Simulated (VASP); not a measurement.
A run of VASP 6.6.1 is set up as follows.

File INCAR:

```
PREC = Accurate
ENCUT = 520
EDIFF = 1E-8
ISMEAR = 0
SIGMA = 0.01
LREAL = Auto
LASPH = T
NELM = 100
ALGO = Normal
ISIF = 2
LWAVE = F
LCHARG = F
GGA = PE
LEFG = T
NBANDS = 114
```

File KPOINTS:

```
Automatic mesh
0
Gamma
  4 3 2
```

The input POSCAR:

```
Ga2HCl3
1.0
    5.7300000000      0.0000000000      0.0000000000
    0.0000000000      6.7870000000      0.0000000000
   -3.7354546645      0.0000000000     14.3702419223
Ga H Cl
8 4 12
Direct
    0.9262441710      0.7667571691      0.9205967918
    0.0737558290      0.2667571691      0.5794032082
    0.0737558290      0.2332428309      0.0794032082
    0.9262441710      0.7332428309      0.4205967918
    0.6487494460      0.6848620858      0.6464394900
    0.3512505540      0.1848620858      0.8535605100
    0.3512505540      0.3151379142      0.3535605100
    0.6487494460      0.8151379142      0.1464394900
    0.8588800990      0.7958361455      1.0143522576
    0.1411199010      0.2958361455      0.4856477424
    0.1411199010      0.2041638545     -0.0143522576
    0.8588800990      0.7041638545      0.5143522576
    0.8097797338      0.4889468647      0.8434660048
    0.1902202662      0.9889468647      0.6565339952
    0.1902202662      0.5110531353      0.1565339952
    0.8097797338      0.0110531353      0.3434660048
    0.3265854143      0.7795458495      0.9355206344
    0.6734145857      0.2795458495      0.5644793656
    0.6734145857      0.2204541505      0.0644793656
    0.3265854143      0.7204541505      0.4355206344
    0.7812140586     -0.0010618945      0.8127947129
    0.2187859414      0.4989381055      0.6872052871
    0.2187859414      1.0010618945      0.1872052871
    0.7812140586      0.5010618945      0.3127947129
```

Potentials or basis: VASP PAW PBE potentials, release 64 (Ga_d, H, Cl).

Command:

```console
$ cat potpaw_PBE.64/Ga_d/POTCAR potpaw_PBE.64/H/POTCAR potpaw_PBE.64/Cl/POTCAR > POTCAR
$ mpirun -np 1 vasp_std > vasp.out
```

(1) What does it give for the band gap on the k mesh?

(2) Predict the pressure.

## Answers

(1) 3.54 eV, indirect (least direct gap 3.59 eV).

(2) 1.2 GPa.

Caveat: without QUAD_EFG the Cq values of the log hold for a quadrupole moment of 1 mb, not for the nuclei.
